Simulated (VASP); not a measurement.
# TiB2 (P6/mmm) in VASP: further runs, part 2 of 2

VASP 6.6.1. Earlier steps stand in the parts before.

**3. Electric field gradients, PBE (equal xx and yy strain of +2 %)**

INCAR reads:

```
SYSTEM = TiB2
  PREC = Accurate
  ENCUT = 520
  EDIFF = 1E-8
  ISMEAR = -1
  SIGMA = 0.08
  LREAL = .False.
  LASPH = .True.
  NELM = 60
  ALGO = Normal
  ISIF = 2
  LWAVE = .False.
  LCHARG = .False.
  GGA = PE
  LEFG = .True.
  NBANDS = 16
```

KPOINTS reads:

```
Automatic mesh
0
Gamma
  15 15 13
  0 0 0
```

POSCAR reads:

```
TiB2
1.0
    3.0897821656      0.0000000000      0.0000000000
   -1.5448910828      2.6758298476      0.0000000000
    0.0000000000      0.0000000000      3.2284000000
Ti B
1 2
Direct
    0.0000000000      0.0000000000      0.0000000000
    0.3333333333      0.6666666667      0.5000000000
    0.6666666667      0.3333333333      0.5000000000
```

Potentials or basis: VASP PAW PBE potentials, release 64 (Ti_sv, B).

On the command line:

```
$ cat potpaw_PBE.64/Ti_sv/POTCAR potpaw_PBE.64/B/POTCAR > POTCAR
$ mpirun -np 1 vasp_std > vasp.out
```

OUTCAR:

```text
SYSTEM = TiB2
   PREC = Accurate
   ENCUT = 520
   EDIFF = 1E-8
   ISMEAR = -1
   LREAL = .False.
   LASPH = .True.
   NELM = 60
   ISIF = 2
   GGA = PE

 ion  position               nearest neighbor table
   1  0.000  0.000  0.000-   2 2.41   3 2.41   2 2.41   3 2.41   3 2.41   3 2.41   2 2.41   2 2.41
                             3 2.41   3 2.41   2 2.41   2 2.41
   2  0.333  0.667  0.500-   3 1.78   3 1.78   3 1.78   1 2.41   1 2.41   1 2.41   1 2.41   1 2.41
                             1 2.41
   3  0.667  0.333  0.500-   2 1.78   2 1.78   2 1.78   1 2.41   1 2.41   1 2.41   1 2.41   1 2.41
                             1 2.41

  LATTYP: Found a hexagonal cell.
 ALAT       =     3.0897821656
 C/A-ratio  =     1.0448633033

  Lattice vectors:

 A1 = (   3.0897821656,   0.0000000000,   0.0000000000)
 A2 = (  -1.5448910828,   2.6758298476,   0.0000000000)
 A3 = (   0.0000000000,   0.0000000000,   3.2284000000)

Analysis of symmetry for initial positions (statically):
=====================================================================
[... 658 lines left out ...]
 POSITION                                       TOTAL-FORCE (eV/Angst)
 -----------------------------------------------------------------------------------
      0.00000      0.00000      0.00000         0.000000      0.000000      0.000000
     -0.00000      1.78389      1.61420        -0.000000      0.000000      0.000000
      1.54489      0.89194      1.61420        -0.000000      0.000000      0.000000
 -----------------------------------------------------------------------------------
    total drift:                               -0.000000      0.000000      0.000000

  FREE ENERGIE OF THE ION-ELECTRON SYSTEM (eV)
  ---------------------------------------------------
  free  energy   TOTEN  =       -24.3942904495 eV

  energy  without entropy=      -24.3855947781  energy(sigma->0) =      -24.38994261

 Electric field gradients (V/A^2)
---------------------------------------------------------------------
 ion       V_xx      V_yy      V_zz      V_xy      V_xz      V_yz
---------------------------------------------------------------------
   1      -7.384    -7.385    14.769    -0.001     0.000    -0.000
   2      -1.872    -1.872     3.743    -0.000     0.000    -0.000
   3      -1.872    -1.872     3.743    -0.000     0.000    -0.000
---------------------------------------------------------------------

 Electric field gradients after diagonalization (V/A^2)
 (convention: |V_zz| > |V_xx| > |V_yy|)
----------------------------------------------------------------------
 ion       V_xx      V_yy      V_zz     asymmetry (V_yy - V_xx)/ V_zz
----------------------------------------------------------------------
   1      -7.385    -7.384    14.769       0.000
   2      -1.872    -1.872     3.743       0.000
   3      -1.872    -1.872     3.743       0.000
----------------------------------------------------------------------

           NMR quadrupolar parameters

 Cq : quadrupolar parameter    Cq=e*Q*V_zz/h
 eta: asymmetry parameters     (V_yy - V_xx)/ V_zz
 Q  : nuclear electric quadrupole moment in mb (millibarn)
----------------------------------------------------------------------
 ion       Cq(MHz)       eta       Q (mb)
----------------------------------------------------------------------
   1       0.036       0.000       1.000
   2       0.009       0.000       1.000
   3       0.009       0.000       1.000
----------------------------------------------------------------------
```

OSZICAR:

```text
N       E                     dE             d eps       ncg     rms          rms(c)
DAV:   1     0.121935365392E+03    0.12194E+03   -0.89785E+03  6048   0.128E+03
DAV:   2    -0.220489018161E+02   -0.14398E+03   -0.13899E+03  6640   0.339E+02
DAV:   3    -0.291991579793E+02   -0.71503E+01   -0.70822E+01  8648   0.729E+01
DAV:   4    -0.293783297482E+02   -0.17917E+00   -0.17905E+00  7544   0.103E+01
DAV:   5    -0.293829740871E+02   -0.46443E-02   -0.46443E-02  8528   0.139E+00    0.159E+01
DAV:   6    -0.244281168175E+02    0.49549E+01   -0.20994E+01  8824   0.474E+01    0.369E+00
DAV:   7    -0.243972599173E+02    0.30857E-01   -0.11101E+00  6608   0.121E+01    0.312E+00
DAV:   8    -0.243985530323E+02   -0.12931E-02   -0.98460E-02 10256   0.267E+00    0.776E-01
DAV:   9    -0.243950242092E+02    0.35288E-02   -0.46959E-02  7664   0.266E+00    0.285E-01
DAV:  10    -0.243942689074E+02    0.75530E-03   -0.35316E-03  7616   0.700E-01    0.559E-02
DAV:  11    -0.243943215005E+02   -0.52593E-04   -0.59083E-04  8440   0.266E-01    0.586E-02
DAV:  12    -0.243942906186E+02    0.30882E-04   -0.13681E-04  7120   0.145E-01    0.128E-02
DAV:  13    -0.243942904497E+02    0.16896E-06   -0.58382E-06  7984   0.195E-02    0.297E-03
DAV:  14    -0.243942904128E+02    0.36894E-07   -0.40241E-07  7560   0.517E-03    0.703E-04
DAV:  15    -0.243942904515E+02   -0.38754E-07   -0.54368E-08  8280   0.129E-03    0.417E-04
DAV:  16    -0.243942904495E+02    0.20466E-08   -0.38048E-09  3800   0.703E-04
   1 F= -.24394290E+02 E0= -.24389943E+02  d E =-.869567E-02
```

stdout:

```text
POSCAR found type information on POSCAR TiB
 POSCAR found :  2 types and       3 ions
 scaLAPACK will be used
 LDA part: xc-table for (Slater+PW92), standard interpolation
 POSCAR, INCAR and KPOINTS ok, starting setup
 FFT: planning ... GRIDC
 FFT: planning ... GRID_SOFT
 FFT: planning ... GRID
 WAVECAR not read
 entering main loop
ion   1

ion   2

ion   3
```

Run time: 52 s. Hardware: 1 thread of AMD EPYC 9R14 (Zen 4), shared host; peak memory 0.16 GiB.

Results:

```yaml
Free_energy: -24.3943 eV
Pressure: -9.6 GPa
Band_gap_on_the_k_mesh: zero (band 9 reaches 9.92 eV, above the bottom of band 10 at 9.30 eV)
```

Electric field gradients, principal values (V/Å²):
| atom | least | middle | greatest (by size) |
| --- | --- | --- | --- |
| 1 Ti | -7.384 | -7.385 | 14.769 |
| 2 B | -1.872 | -1.872 | 3.743 |
| 3 B | -1.872 | -1.872 | 3.743 |

Caveat: the cell differs from its parent crystal (equal xx and yy strain of +2 %); without QUAD_EFG the Cq values of the log hold for a quadrupole moment of 1 mb, not for the nuclei.
